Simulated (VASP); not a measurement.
# MoS in VASP: notebook

The runs below take MoS through single point, with PBEsol.

Everything below comes from runs of VASP 6.6.1. Logs are shortened: lines on timing, memory, paths and dates and some standing lists are left out, and cuts for length are marked.

**1. The cell of the first run**

Symmetry: P4mm, No. 99, tetragonal system. Conventional cell: a = 2.969 Å, b = 2.969 Å, c = 2.969 Å, α = 90.00°, β = 90.00°, γ = 90.00°. Within 3.4 Å of Mo (site symmetry 4mm) lie 8 S at 2.54 to 2.60 Å and 6 Mo at 2.97 Å. Within 3.4 Å of S (site symmetry 4mm) lie 8 Mo at 2.54 to 2.60 Å and 6 S at 2.97 Å.

**2. Single point, PBEsol, collinear spin, ferromagnetic start (atom 2 (S) moved 0.05 Å along y)**

Contents of INCAR:

```
  ALGO = Normal
  EDIFF = 1E-6
  ENCUT = 520
  GGA = PS
  ISIF = 2
  ISMEAR = 0
  ISPIN = 2
  LASPH = True
  LCHARG = False
  LMAXMIX = 4
  LORBIT = 11
  LREAL = False
  LWAVE = False
  MAGMOM = 0.05 0
  NBANDS = 21
  NELM = 150
  PREC = Accurate
  SIGMA = 0.05
```

Contents of KPOINTS:

```
k-points
0
Gamma
  10 10 10
```

Contents of POSCAR:

```
MoS
1.0
    2.9692497936      0.0000000000      0.0000000000
    0.0000000000      2.9692497936      0.0000000000
    0.0000000000      0.0000000000      2.9692497936
Mo S
1 1
Direct
    0.0000000000      0.0000000000      0.0000000000
    0.5000000000      0.5168392703      0.5000000000
```

Potentials or basis: VASP PAW PBE potentials, release 64 (Mo_sv, S).

On the command line:

```console
> cat potpaw_PBE.64/Mo_sv/POTCAR potpaw_PBE.64/S/POTCAR > POTCAR
> mpirun -np 1 vasp_std > vasp.out
```

OUTCAR:

```text
EDIFF = 1E-6
   ENCUT = 520
   GGA = PS
   ISIF = 2
   ISMEAR = 0
   ISPIN = 2
   LASPH = True
   LORBIT = 11
   LREAL = False
   NELM = 150
   PREC = Accurate

 ion  position               nearest neighbor table
   1  0.000  0.000  0.000-   2 2.54   2 2.54   2 2.54   2 2.54   2 2.60   2 2.60   2 2.60   2 2.60

   2  0.500  0.517  0.500-   1 2.54   1 2.54   1 2.54   1 2.54   1 2.60   1 2.60   1 2.60   1 2.60

  LATTYP: Found a simple cubic cell.
 ALAT       =     2.9692497936

  Lattice vectors:

 A1 = (   2.9692497936,   0.0000000000,   0.0000000000)
 A2 = (   0.0000000000,   2.9692497936,   0.0000000000)
 A3 = (   0.0000000000,   0.0000000000,   2.9692497936)

Analysis of symmetry for initial positions (statically):
=====================================================================
 Subroutine PRICEL returns:
 Original cell was already a primitive cell.

 Routine SETGRP: Setting up the symmetry group for a
 simple cubic supercell.

 Subroutine GETGRP returns: Found  8 space group operations
 (whereof  8 operations were pure point group operations)
 out of a pool of 48 trial point group operations.

The static configuration has the point symmetry C_4v.

Analysis of symmetry for dynamics (positions and initial velocities):
=====================================================================
 Subroutine PRICEL returns:
 Original cell was already a primitive cell.

 Routine SETGRP: Setting up the symmetry group for a
 simple cubic supercell.

 Subroutine GETGRP returns: Found  8 space group operations
 (whereof  8 operations were pure point group operations)
 out of a pool of 48 trial point group operations.

The dynamic configuration has the point symmetry C_4v.

Analysis of structural, dynamic, and magnetic symmetry:
=====================================================================
 Subroutine PRICEL returns:
 Original cell was already a primitive cell.

 Routine SETGRP: Setting up the symmetry group for a
 simple cubic supercell.

 Subroutine GETGRP returns: Found  8 space group operations
 (whereof  8 operations were pure point group operations)
 out of a pool of 48 trial point group operations.

The overall configuration has the point symmetry C_4v.

 Subroutine INISYM returns: Found  8 space group operations
 (whereof  8 operations are pure point group operations),
 and found     1 'primitive' translations

----------------------------------------------------------------------------------------

[... 110 lines left out ...]
   IMIX   =      4    mixing-type and parameters
     AMIX     =   0.40;   BMIX     =  1.00
     AMIX_MAG =   1.60;   BMIX_MAG =  1.00
  volume/ion in A,a.u.               =      13.09        88.33
  Fermi-wavevector in a.u.,A,eV,Ry     =   1.496597  2.828158 30.474349  2.239801
  Thomas-Fermi vector in A             =   2.608593
   LORBIT       =     11    0 simple, 1 ext, 2 COOP (PROOUT), +10 PAW based schemes
   GGA     = PS    functional components
   LHFCALC =     F    Hartree Fock is set to
   AEXX    =    0.0000 exact exchange contribution
   IVDW    =     0    specifies the selected vdW correction
   LEPSILON=     F    determine dielectric tensor
   LRPA    =     F    only Hartree local field effects (RPA)
 spin polarized calculation
 Gauss-broadening in eV      SIGMA  =   0.05
  energy-cutoff  :      520.00
  volume of cell :       26.18
 maximum number of plane-waves:       739
 NGX is ok and might be reduce to    24
   NGX = 11   NGY = 11   NGZ = 11

 number of electron      20.0000001 magnetization       0.0000962

 number of electron      20.0000001 magnetization      -0.0000406

 Free energy of the ion-electron system (eV)
  ---------------------------------------------------
  ext. energy  EPLUGINS =         0.00000000
  ---------------------------------------------------
  free energy    TOTEN  =       -16.80321747 eV

  energy without entropy =      -16.80116893  energy(sigma->0) =      -16.80219320

 E-fermi :  13.5952     XC(G=0): -13.3892

 val. band max:       13.5508220906   @ k =   0.2000   0.2000   0.0000
 cond. band min:      13.5977559180   @ k =   0.0000   0.4000   0.2000
 fundamental gap:      0.0469338274
 Fermi energy:        13.5952476835

 spin component 1

 k-point     1 :       0.0000    0.0000    0.0000
  band No.  band energies     occupation
      1     -47.5833      1.00000
      2     -21.5281      1.00000
      3     -21.5281      1.00000
      4     -21.5275      1.00000
      5      -3.5690      1.00000
      6       9.0845      1.00000
[... 565 lines left out ...]
     20      33.7778      0.00000
     21      34.5943      0.00000

 [... further k-points ...]

 spin component 2

 k-point     1 :       0.0000    0.0000    0.0000
  band No.  band energies     occupation
      1     -47.5834      1.00000
      2     -21.5282      1.00000
      3     -21.5282      1.00000
      4     -21.5276      1.00000
      5      -3.5690      1.00000
      6       9.0845      1.00000
[... 565 lines left out ...]
     20      33.7778      0.00000
     21      34.5943      0.00000

 [... further k-points ...]
[... 5 lines left out ...]
  --------------------------------------------------------------------------------------
  -------------------------------------------------------------------------------------
  Total        0.1034163      0.1291945      0.1034163      0.0000000     -0.0000000     -0.0000000
  in kB        6.3293521      7.9070479      6.3293521      0.0000000     -0.0000000     -0.0000000
  external PRESSURE =       6.8552507 kB  Pullay stress =       0.0000000 kB

 VOLUME and BASIS-vectors are now :
 -----------------------------------------------------------------------------
  energy-cutoff  :      520.00
  volume of cell :       26.18
      direct lattice vectors                 reciprocal lattice vectors
     2.969249794  0.000000000  0.000000000     0.336785407  0.000000000  0.000000000
     0.000000000  2.969249794  0.000000000     0.000000000  0.336785407  0.000000000
     0.000000000  0.000000000  2.969249794     0.000000000  0.000000000  0.336785407

 POSITION                                       TOTAL-FORCE (eV/Angst)
 -----------------------------------------------------------------------------------
      0.00000      0.00000      0.00000         0.000000      0.179519      0.000000
      1.48462      1.53462      1.48462        -0.000000     -0.179519     -0.000000
 -----------------------------------------------------------------------------------
    total drift:                                0.000000      0.000034      0.000001

  FREE ENERGIE OF THE ION-ELECTRON SYSTEM (eV)
  ---------------------------------------------------
  free  energy   TOTEN  =       -16.8032174714 eV

  energy  without entropy=      -16.8011689329  energy(sigma->0) =      -16.80219320

 total charge

# of ion       s       p       d       tot
------------------------------------------
    1        2.261   6.167   4.111  12.538
    2        1.322   2.303   0.000   3.624
--------------------------------------------------
tot          3.582   8.469   4.111  16.162

 magnetization (x)

# of ion       s       p       d       tot
------------------------------------------
    1        0.000   0.000   0.000   0.000
    2        0.000   0.000   0.000   0.000
--------------------------------------------------
tot          0.000   0.000   0.000   0.000
```

stdout:

```text
POSCAR found type information on POSCAR MoS
 POSCAR found :  2 types and       2 ions
 scaLAPACK will be used
 -----------------------------------------------------------------------------
|                                                                             |
|                                                                             |
|     You enforced a specific xc type in the INCAR file but a different       |
|     I HOPE YOU KNOW WHAT YOU ARE DOING!                                     |
|                                                                             |
 -----------------------------------------------------------------------------

 LDA part: xc-table for (Slater+PW92), standard interpolation
 POSCAR, INCAR and KPOINTS ok, starting setup
 FFT: planning ... GRIDC
 FFT: planning ... GRID_SOFT
 FFT: planning ... GRID
 WAVECAR not read
 entering main loop
```

Run time: 61 s. Hardware: 1 thread of AMD EPYC 9R45 (Zen 5), shared host; peak memory 0.19 GiB.

Results:

```
Free energy                                           : -16.8032 eV
Pressure                                              : 0.7 GPa
Largest force                                         : 0.180 eV/Å
Band gap on the k mesh                                : zero (filled and empty bands overlap)
Net moment                                            : 0.00 μB per cell
Valence electrons inside the program's atomic spheres : Mo 12.54; S 3.62
```

Forces on the atoms (eV/Å):
```
Mo   0.000  0.180  0.000
S    0.000 -0.180  0.000
```

Caveat: the cell differs from its parent crystal (atom 2 (S) moved 0.05 Å along y); the PAW data sets were made with another functional, which shifts forces and pressure a little.

**3. Single point, PBEsol, collinear spin, ferromagnetic start**

This run uses another cell than the first one, of 13.48 Å³/atom, 1.030 times its volume.

Contents of INCAR:

```
SYSTEM = MoS
PREC = Accurate
ENCUT = 520
EDIFF = 1E-6
ISMEAR = 0
SIGMA = 0.05
LREAL = .FALSE.
LASPH = .TRUE.
NELM = 150
ALGO = Normal
ISIF = 2
LWAVE = .FALSE.
LCHARG = .FALSE.
ISPIN = 2
MAGMOM = 0.05 0
LORBIT = 11
LMAXMIX = 4
GGA = PS
NBANDS = 21
```

Contents of KPOINTS:

```
regular mesh
0
G
  10 10 10
  0 0 0
```

Contents of POSCAR:

```
MoS
1.0
    3.0583272874      0.0000000000      0.0000000000
    0.0000000000      2.9692497936      0.0000000000
    0.0000000000      0.0000000000      2.9692497936
Mo S
1 1
Direct
    0.0000000000      0.0000000000      0.0000000000
    0.5000000000      0.5000000000      0.5000000000
```

Potentials or basis: VASP PAW PBE potentials, release 64 (Mo_sv, S).

On the command line:

```console
> cat potpaw_PBE.64/Mo_sv/POTCAR potpaw_PBE.64/S/POTCAR > POTCAR
> mpirun -np 1 vasp_std > vasp.out
```

It took 61 s on 1 thread of AMD EPYC 9R45 (Zen 5), shared host; peak memory 0.19 GiB.

Results (log left out):

- Free energy: -16.7799 eV
- Pressure: -6.1 GPa
- Band gap on the k mesh: zero (filled and empty bands overlap)
- Net moment: 0.00 μB per cell
- Valence electrons inside the program's atomic spheres: Mo 12.47; S 3.61

Stress tensor (GPa, compression positive):
```
-12.32   0.00   0.00
  0.00  -2.94   0.00
  0.00   0.00  -2.94
```

Levels at points of the mesh, in eV from the Fermi level:
Spin up:
| k point | band 8 | band 9 | band 10 | band 11 | band 12 | band 13 |
| --- | --- | --- | --- | --- | --- | --- |
| (0.00, 0.00, 0.00) | -2.79 | -2.26 | -2.26 | 0.68 | 0.68 | 0.94 |
| (0.50, 0.00, 0.00) | -4.21 | -3.16 | 1.39 | 1.88 | 4.29 | 4.29 |
| (0.00, 0.50, 0.00) | -4.11 | -3.01 | 1.23 | 2.41 | 4.10 | 4.19 |
| (0.50, 0.50, 0.00) | -3.67 | -1.17 | -1.05 | -1.04 | 0.55 | 2.65 |
| (0.00, 0.50, 0.50) | -3.54 | -1.47 | -1.47 | -1.43 | 0.15 | 2.93 |
| (0.50, 0.50, 0.50) | -8.39 | 2.76 | 3.02 | 3.05 | 3.26 | 3.26 |
Spin down:
| k point | band 6 | band 7 | band 8 | band 9 | band 10 | band 11 | band 12 | band 13 | band 14 | band 15 |
| --- | --- | --- | --- | --- | --- | --- | --- | --- | --- | --- |
| (0.00, 0.00, 0.00) | -4.28 | -4.24 | -2.79 | -2.26 | -2.26 | 0.68 | 0.68 | 0.94 | 4.30 | 9.14 |
| (0.50, 0.00, 0.00) | -9.38 | -4.21 | -4.21 | -3.16 | 1.39 | 1.88 | 4.29 | 4.29 | 4.66 | 6.38 |
| (0.00, 0.50, 0.00) | -9.41 | -4.69 | -4.11 | -3.01 | 1.23 | 2.41 | 4.10 | 4.19 | 4.60 | 6.44 |
| (0.50, 0.50, 0.00) | -6.78 | -6.52 | -3.67 | -1.17 | -1.05 | -1.04 | 0.55 | 2.65 | 5.59 | 10.80 |
| (0.00, 0.50, 0.50) | -6.62 | -6.62 | -3.54 | -1.47 | -1.47 | -1.43 | 0.15 | 2.93 | 6.04 | 11.22 |
| (0.50, 0.50, 0.50) | -8.46 | -8.46 | -8.39 | 2.76 | 3.02 | 3.05 | 3.26 | 3.26 | 4.88 | 4.88 |

Caveat: the PAW data sets were made with another functional, which shifts forces and pressure a little.
